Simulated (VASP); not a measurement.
Crystal: PdC.

```
Pd C
1.0
     1.59891   -4.21875    0.00000
     1.59891    4.21875    0.00000
     0.00000    0.00000    3.17622
Pd C
2 2
Direct
  0.85400 0.14600 0.75000
  0.14600 0.85400 0.25000
  0.55000 0.45000 0.75000
  0.45000 0.55000 0.25000
```

| Property | Result |
| --- | --- |
| Program | VASP 6.6.1 |
| Task | relaxation of cell and atoms |
| Functional | PBE |
| Potentials or basis | VASP PAW PBE potentials, release 64 (Pd_sv_GW, C) |
| Cutoff | 700 eV |
| k mesh | 6 × 6 × 6 |
| Occupations | gaussian, width 0.1 eV |
| Spin | no spin polarisation |

At the start: pressure -0.6 GPa; volume 10.71 Å³/atom.

How do energy, volume and symmetry change on relaxing?

Over 39 steps the energy falls by 777.1 meV/atom and the volume is 11.28 Å³/atom (+5.3 %); space group Cmcm (No. 63, to 0.1 Å) before and after.

The path:
| step | energy change (eV) | largest force (eV/Å) | pressure (GPa) | volume (Å³) |
| --- | --- | --- | --- | --- |
| 1 | 0.0000 | 0.9175 | -0.59 | 42.85 |
| 2 | -0.7190 | 0.9622 | -2.97 | 42.48 |
| 3 | -1.4962 | 2.2576 | 41.52 | 39.89 |
| 4 | -1.8105 | 0.5967 | 1.78 | 41.69 |
| 5 | -2.1548 | 0.5170 | 15.27 | 40.89 |
| 6 | -2.3093 | 0.2957 | 1.65 | 44.70 |
| 7 | -2.3168 | 0.3170 | 3.59 | 43.95 |
| 8 | -2.3319 | 0.2545 | -4.02 | 44.77 |
| 9 | -2.3403 | 0.2766 | -1.28 | 44.46 |
| 10 | -2.3513 | 0.2387 | -0.62 | 44.23 |
| 11 | -2.3746 | 0.3023 | 1.64 | 43.55 |
| 12 | -2.3697 | 0.9560 | 7.82 | 42.15 |
| 13 | -2.3819 | 0.5651 | 3.95 | 42.96 |
| 14 | -2.3856 | 0.5815 | 3.95 | 42.94 |
| 15 | -2.3970 | 0.6328 | 3.98 | 42.89 |
| 16 | -2.4218 | 0.7458 | 4.16 | 42.78 |
| 17 | -2.4811 | 1.0374 | 4.96 | 42.54 |
| 18 | -2.6082 | 1.6034 | 9.20 | 41.93 |
| 19 | -1.2851 | 5.5281 | 42.94 | 40.25 |
| 20 | -2.6158 | 1.6397 | 9.19 | 41.85 |
| 21 | -2.5289 | 1.2883 | 17.41 | 41.24 |
| 22 | -2.6242 | 1.6664 | 10.65 | 41.71 |
| 23 | -2.6218 | 1.6513 | 11.77 | 41.62 |
| 24 | -2.6305 | 1.6024 | 12.09 | 41.63 |
| 25 | -2.6373 | 1.4039 | 13.20 | 41.67 |
| 26 | -2.6559 | 1.3657 | 12.68 | 41.77 |
| 27 | -2.7087 | 1.2471 | 11.15 | 42.04 |
| 28 | -2.8021 | 0.9978 | 8.27 | 42.60 |
| 29 | -2.9414 | 0.4981 | 3.05 | 43.71 |
| 30 | -3.0345 | 0.6796 | -5.54 | 45.95 |
| 31 | -3.0368 | 0.4979 | -4.45 | 45.64 |
| 32 | -3.0764 | 0.4000 | -3.06 | 45.48 |
| 33 | -3.1064 | 0.2158 | -0.44 | 45.20 |
| 34 | -3.1069 | 0.1869 | -0.03 | 45.16 |
| 35 | -3.1069 | 0.1941 | -0.13 | 45.17 |
| 36 | -3.1077 | 0.1190 | -0.14 | 45.17 |
| 37 | -3.1082 | 0.0407 | -0.17 | 45.16 |
| 38 | -3.1082 | 0.0425 | -0.16 | 45.16 |
| 39 | -3.1083 | 0.0387 | -0.09 | 45.13 |

Final structure:
```xyz
4
Lattice="2.3202 -3.7442 0.0000 2.3202 3.7442 0.0000 0.0000 0.0000 2.5977" Properties=species:S:1:pos:R:3 pbc="T T T"
Pd    2.3202   -2.3457    1.9483
Pd    2.3202    2.3457    0.6494
C     2.3202   -0.3162    1.9483
C     2.3202    0.3162    0.6494
```

Caveat: a cell axis changed by over 15 % at a fixed basis, so the end point is rough.
